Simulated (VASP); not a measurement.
Wanted: the native input for a VASP 6.6.1 run.

```yaml
Task: single point
Functional: PBE
Potentials_or_basis: VASP PAW PBE potentials, release 64 (In_d, As)
Cutoff: 520 eV
k_mesh: 12 × 12 × 12
Occupations: gaussian, width 0.1 eV
Spin: no spin polarisation
Dipole_correction: no
Further_INCAR_settings: ALGO = Normal; EDIFF = 1e-07; NBANDS = 16
```

The structure of InAs lies in POSCAR:

```
InAs
1.0
    0.0000000000      3.0300199688      3.0300199688
    3.0300199688      0.0000000000      3.0300199688
    3.0300199688      3.0300199688      0.0000000000
In As
1 1
Direct
    0.0000000000      0.0000000000      0.0000000000
    0.2500000000      0.2500000000      0.2500000000
```

This cell differs from its parent crystal: volume scaled by 0.94.

The input as run:

INCAR

```
PREC     = Accurate       # precision mode
ENCUT    = 520            # plane-wave cutoff, eV
EDIFF    = 1E-7           # SCF threshold, eV
ISMEAR   = 0              # smearing method
SIGMA    = 0.1            # smearing width, eV
LREAL    = False          # projectors in reciprocal space
LASPH    = True           # aspherical terms in the spheres
NELM     = 80             # most SCF steps
ALGO     = Normal         # electronic algorithm
ISIF     = 2              # what is computed and relaxed
LWAVE    = False          # write WAVECAR
LCHARG   = False          # write CHGCAR
GGA      = PE             # functional
NBANDS   = 16             # bands
```

KPOINTS

```
Automatic mesh
0
Gamma
  12 12 12
```

Potentials or basis: VASP PAW PBE potentials, release 64 (In_d, As).

Launch:

```console
$ cat potpaw_PBE.64/In_d/POTCAR potpaw_PBE.64/As/POTCAR > POTCAR
$ mpirun -np 1 vasp_std > vasp.out
```

It gave:

```yaml
Pressure: 3.6 GPa
Band_gap_on_the_k_mesh: zero (filled and empty bands touch)
```

Caveat: spin-orbit coupling is left out, which moves the levels of the heavy elements.

It took 52 s on 1 thread of Intel(R) Xeon(R) Platinum 8488C (Sapphire Rapids), with other jobs on the host, peak memory 0.22 GiB.
